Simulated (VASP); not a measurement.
# CuO (Cccm) in VASP: a series of runs

Runs on CuO. Level: PBE. Tasks: single point.

All numbers are computed with VASP 6.6.1; they aren't measurements. Logs are shortened: lines on timing, memory, paths and dates and some standing lists are left out, and cuts for length are marked.

## (1) The cell of the first run

Symmetry: Cccm, No. 66, orthorhombic system. Conventional cell: a = 3.977 Å, b = 4.114 Å, c = 5.133 Å, α = 90.00°, β = 90.00°, γ = 90.00°. Within 2.5 Å of Cu (site symmetry 2/m) lie 4 O at 1.92 Å. Within 2.5 Å of O (site symmetry 222) lie 4 Cu at 1.92 Å.

## (2) Single point, PBE

INCAR

```
SYSTEM = CuO
  PREC = Accurate
  ENCUT = 520
  EDIFF = 1E-7
  ISMEAR = -1
  SIGMA = 0.05
  LREAL = .False.
  LASPH = .True.
  NELM = 60
  ALGO = Normal
  ISIF = 2
  LWAVE = .False.
  LCHARG = .True.
  GGA = PE
  LELF = .True.
  LVHAR = .True.
  NBANDS = 25
```

KPOINTS

```
Automatic mesh
0
Gamma
  9 9 5
  0 0 0
```

POSCAR

```
CuO
1.0
    1.9884068201     -2.0567905368      0.0000000000
    1.9884068201      2.0567905368      0.0000000000
    0.0000000000      0.0000000000      5.1326712934
Cu O
2 2
Direct
    0.5000000000      0.0000000000      0.0000000000
    0.0000000000      0.5000000000      0.5000000000
    0.5000000000      0.5000000000      0.2500000000
    0.5000000000      0.5000000000      0.7500000000
```

Potentials or basis: VASP PAW PBE potentials, release 64 (Cu, O).

Started as:

```console
> cat potpaw_PBE.64/Cu/POTCAR potpaw_PBE.64/O/POTCAR > POTCAR
> mpirun -np 1 vasp_std > vasp.out
```

OUTCAR:

```text
SYSTEM = CuO
   PREC = Accurate
   ENCUT = 520
   EDIFF = 1E-7
   ISMEAR = -1
   LREAL = .False.
   LASPH = .True.
   NELM = 60
   ISIF = 2
   GGA = PE

 ion  position               nearest neighbor table
   1  0.500  0.000  0.000-   3 1.92   4 1.92   3 1.92   4 1.92
   2  0.000  0.500  0.500-   3 1.92   4 1.92   3 1.92   4 1.92
   3  0.500  0.500  0.250-   1 1.92   2 1.92   1 1.92   2 1.92
   4  0.500  0.500  0.750-   1 1.92   2 1.92   1 1.92   2 1.92

  LATTYP: Found a base centered orthorhombic cell.
 ALAT       =     3.9768136402
 B/A-ratio  =     1.0343912101
 C/A-ratio  =     1.2906491875

  Lattice vectors:

 A1 = (   1.9884068201,  -2.0567905368,   0.0000000000)
 A2 = (   1.9884068201,   2.0567905368,   0.0000000000)
 A3 = (   0.0000000000,   0.0000000000,   5.1326712934)

Analysis of symmetry for initial positions (statically):
=====================================================================
 Subroutine PRICEL returns:
 Original cell was already a primitive cell.

 Routine SETGRP: Setting up the symmetry group for a
 base centered orthorhombic supercell.

 Subroutine GETGRP returns: Found  8 space group operations
 (whereof  4 operations were pure point group operations)
 out of a pool of  8 trial point group operations.

The static configuration has the point symmetry C_2h.
 The point group associated with its full space group is D_2h.

Analysis of symmetry for dynamics (positions and initial velocities):
=====================================================================
 Subroutine PRICEL returns:
 Original cell was already a primitive cell.

 Routine SETGRP: Setting up the symmetry group for a
 base centered orthorhombic supercell.

 Subroutine GETGRP returns: Found  8 space group operations
 (whereof  4 operations were pure point group operations)
 out of a pool of  8 trial point group operations.

The dynamic configuration has the point symmetry C_2h.
 The point group associated with its full space group is D_2h.

 Subroutine INISYM returns: Found  8 space group operations
 (whereof  4 operations are pure point group operations),
 and found     1 'primitive' translations

----------------------------------------------------------------------------------------

                                     Primitive cell

  volume of cell :      41.9825

  direct lattice vectors                    reciprocal lattice vectors
     1.988406820 -2.056790537  0.000000000     0.251457597 -0.243097190  0.000000000
     1.988406820  2.056790537  0.000000000     0.251457597  0.243097190  0.000000000
     0.000000000  0.000000000  5.132671293     0.000000000  0.000000000  0.194830322

  length of vectors
     2.860795168  2.860795168  5.132671293     0.349753008  0.349753008  0.194830322

  position of ions in fractional coordinates (direct lattice)
     0.500000000  0.000000000  0.000000000
     0.000000000  0.500000000  0.500000000
     0.500000000  0.500000000  0.250000000
     0.500000000  0.500000000  0.750000000

  ion indices of the primitive-cell ions
   primitive index   ion index
                 1           1
                 2           2
                 3           3
                 4           4

----------------------------------------------------------------------------------------

 KPOINTS: Automatic mesh

Automatic generation of k-mesh.
 Grid dimensions read from file:
 generate k-points for:    9    9    5

 Generating k-lattice:

  Cartesian coordinates                     Fractional coordinates (reciprocal lattice)
     0.027939733 -0.027010799  0.000000000     0.111111111  0.000000000  0.000000000
     0.027939733  0.027010799  0.000000000     0.000000000  0.111111111  0.000000000
     0.000000000  0.000000000  0.038966064     0.000000000  0.000000000  0.200000000

  Length of vectors
     0.038861445  0.038861445  0.038966064

  Shift w.r.t. Gamma in fractional coordinates (k-lattice)
     0.000000000  0.000000000  0.000000000

 Subroutine IBZKPT returns following result:
 ===========================================

 Found     75 irreducible k-points:

 Following reciprocal coordinates:
            Coordinates               Weight
  0.000000  0.000000  0.000000      1.000000
  0.111111  0.000000  0.000000      4.000000
  0.222222 -0.000000  0.000000      4.000000
  0.333333  0.000000  0.000000      4.000000
  0.444444 -0.000000  0.000000      4.000000
  0.111111  0.111111  0.000000      2.000000
[... 16 lines left out ...]
 -0.333333  0.333333  0.000000      2.000000
  0.444444  0.444444  0.000000      2.000000
 [... further k-points ...]
   k-points           NKPTS =     75   k-points in BZ     NKDIM =     75   number of bands    NBANDS=     25
   number of dos      NEDOS =    301   number of ions     NIONS =      4
   total plane-waves  NPLWV =  23040
   dimension x,y,z NGX =    24 NGY =   24 NGZ =   40
   dimension x,y,z NGXF=    48 NGYF=   48 NGZF=   80
   ions per type =               2   2
   NGX,Y,Z   is equivalent  to a cutoff of  13.95, 13.95, 12.96 a.u.
   NGXF,Y,Z  is equivalent  to a cutoff of  27.89, 27.89, 25.91 a.u.
 SYSTEM =  CuO
   PREC   = accura    normal or accurate (medium, high low for compatibility)
   ISTART =      0    job   : 0-new  1-cont  2-samecut
   ICHARG =      2    charge: 1-file 2-atom 10-const
   ISPIN  =      1    spin polarized calculation?
   LNONCOLLINEAR =      F non collinear calculations
   LSORBIT =      F    spin-orbit coupling
   LASPH  =      T    aspherical Exc in radial PAW
   ENCUT  =  520.0 eV  38.22 Ry    6.18 a.u.   5.32  5.32  9.54*2*pi/ulx,y,z
   NELM   =     60;   NELMIN=  2; NELMDL= -5     # of ELM steps
   EDIFF  = 0.1E-06   stopping-criterion for ELM
   LREAL  =      F    real-space projection
   EDIFFG = 0.1E-05   stopping-criterion for IOM
   NSW    =      0    number of steps for IOM
   IBRION =     -1    ionic relax: 0-MD 1-quasi-New 2-CG
   NFREE  =      0    steps in history (QN), initial steepest desc. (CG)
   ISIF   =      2    stress and relaxation
   ISYM   =      2    0-nonsym 1-usesym 2-fastsym
   POTIM  = 0.5000    time-step for ionic-motion
   TEBEG  =    0.0;   TEEND  =   0.0 temperature during run
   PSTRESS=    0.0 pullay stress
   NELECT =      34.0000    total number of electrons
   NUPDOWN=      -1.0000    fix difference up-down
   EMIN   =  10.00;   EMAX   =-10.00  energy-range for DOS
   EFERMI =   0.00;   METHOD = LEGACY
   ISMEAR =    -1;   SIGMA  =   0.05  broadening in eV -4-tet -1-fermi 0-gaus
   EFERMI_NEDOS =   21; number of points for ismear=-14 and -15
   IALGO  =     38    algorithm
   IMIX   =      4    mixing-type and parameters
     AMIX     =   0.40;   BMIX     =  1.00
     AMIX_MAG =   1.60;   BMIX_MAG =  1.00
  volume/ion in A,a.u.               =      10.50        70.83
  Fermi-wavevector in a.u.,A,eV,Ry     =   1.525966  2.883658 31.682153  2.328573
  Thomas-Fermi vector in A             =   2.634064
   LORBIT       =      0    0 simple, 1 ext, 2 COOP (PROOUT), +10 PAW based schemes
   GGA     = PE    functional components
   LHFCALC =     F    Hartree Fock is set to
   AEXX    =    0.0000 exact exchange contribution
   IVDW    =     0    specifies the selected vdW correction
   LEPSILON=     F    determine dielectric tensor
   LRPA    =     F    only Hartree local field effects (RPA)
 non-spin polarized calculation
  energy-cutoff  :      520.00
  volume of cell :       41.98
 maximum number of plane-waves:      1146
 NGX is ok and might be reduce to    24
   NGX = 11   NGY = 11   NGZ = 19

 number of electron      33.9999965 magnetization

 Free energy of the ion-electron system (eV)
  ---------------------------------------------------
  ext. energy  EPLUGINS =         0.00000000
  ---------------------------------------------------
  free energy    TOTEN  =       -19.63961861 eV

  energy without entropy =      -19.62046429  energy(sigma->0) =      -19.63004145

 E-fermi :   5.5566     XC(G=0): -11.6289

 val. band max:        5.5469630516   @ k =   0.4444   0.4444   0.4000
 cond. band min:       5.5673236676   @ k =   0.2222   0.1111   0.0000
 fundamental gap:      0.0203606160
 Fermi energy:         5.5566105952

 k-point     1 :       0.0000    0.0000    0.0000
  band No.  band energies     occupation
      1     -14.6569      2.00000
      2     -13.2867      2.00000
      3      -3.0297      2.00000
      4      -0.1761      2.00000
      5      -0.1071      2.00000
      6       1.5574      2.00000
[... 17 lines left out ...]
     24      20.5581      0.00000
     25      20.7714      0.00000

 k-point     2 :       0.1111    0.0000    0.0000
  band No.  band energies     occupation
      1     -14.5834      2.00000
      2     -13.2634      2.00000
      3      -2.9075      2.00000
      4      -0.2333      2.00000
      5      -0.0980      2.00000
      6       0.9367      2.00000
[... 17 lines left out ...]
     24      20.7985      0.00000
     25      20.8793      0.00000

 k-point     3 :       0.2222   -0.0000    0.0000
  band No.  band energies     occupation
      1     -14.3894      2.00000
      2     -13.2028      2.00000
      3      -2.5821      2.00000
      4      -0.3832      2.00000
      5      -0.2182      2.00000
      6      -0.0129      2.00000
[... 17 lines left out ...]
     24      20.7503      0.00000
     25      21.2031      0.00000

 k-point     4 :       0.3333    0.0000    0.0000
  band No.  band energies     occupation
      1     -14.1542      2.00000
      2     -13.1325      2.00000
      3      -2.1808      2.00000
      4      -1.2548      2.00000
      5      -0.4653      2.00000
      6       0.0940      2.00000
[... 17 lines left out ...]
     24      19.9018      0.00000
     25      21.0871      0.00000
[... 477 lines left out ...]
 k-point    22 :      -0.4444    0.3333    0.0000
  band No.  band energies     occupation
      1     -13.5447      2.00000
      2     -12.9771      2.00000
      3      -1.4994      2.00000
      4      -0.9459      2.00000
      5      -0.8365      2.00000
      6      -0.2038      2.00000
[... 17 lines left out ...]
     24      17.9087      0.00000
     25      18.5928      0.00000

 k-point    23 :      -0.3333    0.3333    0.0000
  band No.  band energies     occupation
      1     -13.6970      2.00000
      2     -13.0145      2.00000
      3      -1.2775      2.00000
      4      -1.0497      2.00000
      5      -0.7977      2.00000
      6      -0.2755      2.00000
[... 17 lines left out ...]
     24      18.0444      0.00000
     25      19.4668      0.00000

 k-point    24 :       0.4444    0.4444    0.0000
  band No.  band energies     occupation
      1     -13.3973      2.00000
      2     -12.9428      2.00000
      3      -1.4578      2.00000
      4      -1.3329      2.00000
      5      -0.5721      2.00000
      6      -0.1393      2.00000
[... 17 lines left out ...]
     24      17.1628      0.00000
     25      17.5825      0.00000

 [... further k-points ...]

------------------------ aborting loop because EDIFF is reached ----------------------------------------

  FORCE on cell =-STRESS in cart. coord.  units (eV):
  Direction    XX          YY          ZZ          XY          YZ          ZX
  --------------------------------------------------------------------------------------
  -------------------------------------------------------------------------------------
  Total        2.7839264      2.7835959      2.9293304      0.0000000      0.0000000      0.0000000
  in kB      106.2428147    106.2302019    111.7918609      0.0000000      0.0000000      0.0000000
  external PRESSURE =     108.0882925 kB  Pullay stress =       0.0000000 kB

 VOLUME and BASIS-vectors are now :
 -----------------------------------------------------------------------------
  energy-cutoff  :      520.00
  volume of cell :       41.98
      direct lattice vectors                 reciprocal lattice vectors
     1.988406820 -2.056790537  0.000000000     0.251457597 -0.243097190  0.000000000
     1.988406820  2.056790537  0.000000000     0.251457597  0.243097190  0.000000000
     0.000000000  0.000000000  5.132671293     0.000000000  0.000000000  0.194830322

 POSITION                                       TOTAL-FORCE (eV/Angst)
 -----------------------------------------------------------------------------------
      0.99420     -1.02840      0.00000        -0.000000     -0.000000      0.000000
      0.99420      1.02840      2.56634         0.000000     -0.000000      0.000000
      1.98841      0.00000      1.28317         0.000000     -0.000000      0.000000
      1.98841      0.00000      3.84950         0.000000      0.000000      0.000000
 -----------------------------------------------------------------------------------
    total drift:                                0.000000     -0.000000     -0.000000

  FREE ENERGIE OF THE ION-ELECTRON SYSTEM (eV)
  ---------------------------------------------------
  free  energy   TOTEN  =       -19.6396186126 eV

  energy  without entropy=      -19.6204642918  energy(sigma->0) =      -19.63004145
```

Run time: 55 s. Hardware: 1 thread of Intel Xeon Platinum 8375C at 2.90GHz (Ice Lake), shared host; peak memory 0.2 GiB.

What came out:

| Item | Value |
| --- | --- |
| Free energy | -19.6396 eV |
| Pressure | 10.8 GPa |
| Band gap on the k mesh | zero (band 17 reaches 6.21 eV, above the bottom of band 18 at 5.28 eV) |

Stress tensor (GPa, compression positive):
```
10.62  0.00  0.00
 0.00 10.62  0.00
 0.00  0.00 11.18
```

Caveat: semilocal functionals often make such compounds metallic where correlation or magnetic order opens a gap, which also shifts bond lengths. With open d or f shells a metallic result of PBE can be an artefact of self-interaction; +U or a hybrid may open a gap.

## (3) Single point, PBE

This run uses another cell than the first one, of 10.82 Å³/atom, 1.031 times its volume.

INCAR

```
SYSTEM = CuO
PREC = Accurate
ENCUT = 520
EDIFF = 1E-7
ISMEAR = -1
SIGMA = 0.05
LREAL = .False.
LASPH = .True.
NELM = 60
ALGO = Normal
ISIF = 2
LWAVE = .False.
LCHARG = .False.
GGA = PE
NBANDS = 25
```

KPOINTS

```
regular mesh
0
Gamma
  9 9 5
  0 0 0
```

POSCAR

```
CuO
1.0
    2.0467957453     -2.0586016844      0.0000000000
    2.0467957453      2.0586016844      0.0000000000
    0.0000000000      0.0000000000      5.1373504641
Cu O
2 2
Direct
    0.5000000000      0.0000000000      0.0000000000
    0.0000000000      0.5000000000      0.5000000000
    0.5000000000      0.5000000000      0.2500000000
    0.5000000000      0.5000000000      0.7500000000
```

Potentials or basis: VASP PAW PBE potentials, release 64 (Cu, O).

Started as:

```console
> cat potpaw_PBE.64/Cu/POTCAR potpaw_PBE.64/O/POTCAR > POTCAR
> mpirun -np 1 vasp_std > vasp.out
```

Wall time 55 s (1 thread of Intel Xeon Platinum 8375C at 2.90GHz (Ice Lake), shared host); peak memory 0.2 GiB.

Results (log left out):

| Property | Result |
| --- | --- |
| Free energy | -19.7078 eV |
| Pressure | 5.7 GPa |
| Band gap on the k mesh | zero (band 17 reaches 5.86 eV, above the bottom of band 18 at 4.91 eV) |

Stress tensor (GPa, compression positive):
```
5.60 0.00 0.00
0.00 5.56 0.00
0.00 0.00 6.05
```

Levels at points of the mesh, in eV from the Fermi level:
```tsv
k point	band 15	band 16	band 17	band 18	band 19	band 20
(0.00, 0.00, 0.00)	-2.34	-1.98	0.69	0.70	1.50	6.17
```

Caveat: semilocal functionals often make such compounds metallic where correlation or magnetic order opens a gap, which also shifts bond lengths.

## (4) Single point, PBE

This run uses another cell than the first one, of 11.04 Å³/atom, 1.052 times its volume.

INCAR

```
SYSTEM = CuO
PREC     = Accurate       ! precision mode
ENCUT    = 520            ! plane-wave cutoff, eV
EDIFF    = 1E-7           ! SCF threshold, eV
ISMEAR   = -1             ! smearing method
SIGMA    = 0.05           ! smearing width, eV
LREAL    = .False.        ! projectors in reciprocal space
LASPH    = .True.         ! aspherical terms in the spheres
NELM     = 60             ! most SCF steps
ALGO     = Normal         ! electronic algorithm
ISIF     = 2              ! what is computed and relaxed
LWAVE    = .False.        ! write WAVECAR
LCHARG   = .True.         ! write CHGCAR
GGA      = PE             ! functional
LELF     = .True.         ! ELF
LVHAR    = .True.       
NBANDS   = 25             ! bands
```

KPOINTS is that of step 3.

POSCAR

```
CuO
1.0
    2.0682298165     -2.0761344925      0.0000000000
    2.0682298165      2.0761344925      0.0000000000
    0.0000000000      0.0000000000      5.1431407094
Cu O
2 2
Direct
    0.5000000000      0.0000000000      0.0000000000
    0.0000000000      0.5000000000      0.5000000000
    0.5000000000      0.5000000000      0.2500000000
    0.5000000000      0.5000000000      0.7500000000
```

Started as:

```console
> cat potpaw_PBE.64/Cu/POTCAR potpaw_PBE.64/O/POTCAR > POTCAR
> mpirun -np 1 vasp_std > vasp.out
```

Run time: 60 s. Hardware: 1 thread of Intel Xeon Platinum 8375C at 2.90GHz (Ice Lake), shared host; peak memory 0.2 GiB.

It converged, with:

| Property | Result |
| --- | --- |
| Free energy | -19.7313 eV |
| Pressure | 2.7 GPa |
| Band gap on the k mesh | zero (band 17 reaches 5.60 eV, above the bottom of band 18 at 4.67 eV) |

Stress tensor (GPa, compression positive):
```
2.57 0.00 0.00
0.00 2.53 0.00
0.00 0.00 2.97
```

Levels at points of the mesh, in eV from the Fermi level:
```tsv
k point	band 14	band 15	band 16	band 17	band 18	band 19	band 20	band 21
(0.00, 0.00, 0.00)	-2.38	-2.29	-1.91	0.69	0.70	1.44	6.14	7.33
```

Caveat: semilocal functionals often make such compounds metallic where correlation or magnetic order opens a gap, which also shifts bond lengths. With open d or f shells a metallic result of PBE can be an artefact of self-interaction; +U or a hybrid may open a gap.

(Continued in part 2 of 2.)
